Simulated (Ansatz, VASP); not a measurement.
# One calculation of MoS2, two programs

INCAR

```
SYSTEM = MoS2
PREC     = Accurate       ! precision mode
ENCUT    = 520            ! plane-wave cutoff, eV
EDIFF    = 1E-6           ! SCF threshold, eV
ISMEAR   = -1             ! smearing method
SIGMA    = 0.05           ! smearing width, eV
LREAL    = .False.        ! projectors in reciprocal space
LASPH    = .True.         ! aspherical terms in the spheres
NELM     = 60             ! most SCF steps
ALGO     = Normal         ! electronic algorithm
ISIF     = 2              ! what is computed and relaxed
LWAVE    = .False.        ! write WAVECAR
LCHARG   = .True.         ! write CHGCAR
GGA      = PS             ! functional
LELF     = .True.         ! ELF
LVHAR    = .True.       
NBANDS   = 20             ! bands
```

File KPOINTS:

```
regular mesh
0
Gamma
  10 10 2
  0 0 0
```

Contents of POSCAR:

```
MoS2
1.0
    3.1410920760      0.0000000000      0.0000000000
   -1.5705460380      2.7202655334      0.0000000000
    0.0000000000      0.0000000000     17.1003198802
Mo S
1 2
Direct
    0.0000000000      0.0000000000      0.0000000000
    0.3333333333      0.6666666667      0.9105070200
    0.3333333333      0.6666666667      0.0894929800
```

input.yaml

```yaml
crystal:
  lattice:
    - [3.141092076, 0.0, 0.0]
    - [-1.570546038, 2.7202655334, 0.0]
    - [0.0, 0.0, 17.1003198802]
  atoms:
    - { symbol: Mo, position: [0.0, 0.0, 0.0] }
    - { symbol: S, position: [0.3333333333, 0.6666666667, 0.91050702] }
    - { symbol: S, position: [0.3333333333, 0.6666666667, 0.08949298] }
kpoints:
  mp_grid: { grid: [10, 10, 2] }
scf:
  occupations: { method: fermi_dirac, width: 0.05 }
hamiltonian:
  xc: pbesol
  pseudopotentials: { kind: all_electron, lapw: { basis_error: 0.001 } }
output:
  forces: true
  stress: true
  eigenvalues: true
```

Change from the starting cell: volume scaled by 0.96.

Alike in both runs: task single point; functional PBEsol; k mesh 10 × 10 × 2; occupations fermi-dirac, width 0.05 eV; no spin polarisation.

|  | VASP | Ansatz |
| --- | --- | --- |
| version | VASP 6.6.1 | Ansatz 0.2.0 |
| potentials or method | VASP PAW PBE potentials, release 64 (Mo_sv, S), cutoff 520 eV | all-electron LAPW, scalar-relativistic |

VASP gave:

| Item | Value |
| --- | --- |
| gap on the k mesh at the Fermi level (eV) | 1.86 |
| least direct gap on the mesh (eV) | 2.04 |
| rms of the force components (eV/Å) | 0.266 |

Q: Which values does Ansatz return?

A: gap on the k mesh at the Fermi level (eV): 1.85; least direct gap on the mesh (eV): 2.04; rms of the force components (eV/Å): 0.266.

VASP's potentials were made for PBE, not for PBEsol. Atom by atom the forces differ by 0.000 eV/Å (rms over components). Ansatz ran all-electron here, and VASP with PAW potentials.
